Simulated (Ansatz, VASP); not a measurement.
**BaTiO3: VASP beside Ansatz**

```xyz
5
Lattice="2.7781 1.6039 2.3480 -2.7781 1.6039 2.3480 0.0000 -3.2079 2.3480" Properties=species:S:1:pos:R:3 pbc="T T T"
Ba    0.0000    0.0000   -0.0124
Ti    0.0000    0.0000    3.4312
O     0.0000    1.5884    2.4275
O    -1.3756   -0.7942    2.4275
O     1.3756   -0.7942    2.4275
```

Change from the starting cell: epitaxial_xy strain -2.2%.

Alike in both runs: task single point; functional r2SCAN; k mesh 6 × 6 × 6; no spin polarisation.

|  | VASP | Ansatz |
| --- | --- | --- |
| version | VASP 6.6.1 | Ansatz 0.2.0 |
| potentials or method | VASP PAW PBE potentials, release 64 (Ba_sv, Ti_sv, O) | plane waves, PAW |
| plane-wave cutoff (eV) | 520 | 500 |
| occupations | gaussian, width 0.01 eV | fixed |
| valence electrons in the cell | 40 | 40 |

VASP gave:

```
gap on the k mesh at the Fermi level (eV)                     : 2.65
pressure (GPa)                                                : 7.5
traceless stress, the component that is largest in VASP (GPa) : -5.59
rms of the force components (eV/Å)                            : 0.055
```

Q: Which values does Ansatz return?

A: gap on the k mesh at the Fermi level (eV): 2.68; pressure (GPa): 5.3; traceless stress, the component that is largest in VASP (GPa): -5.36; rms of the force components (eV/Å): 0.001.

VASP's potentials were made for PBE, not for r2SCAN. Atom by atom the forces differ by 0.056 eV/Å (rms over components).

Spin-orbit coupling is off throughout.
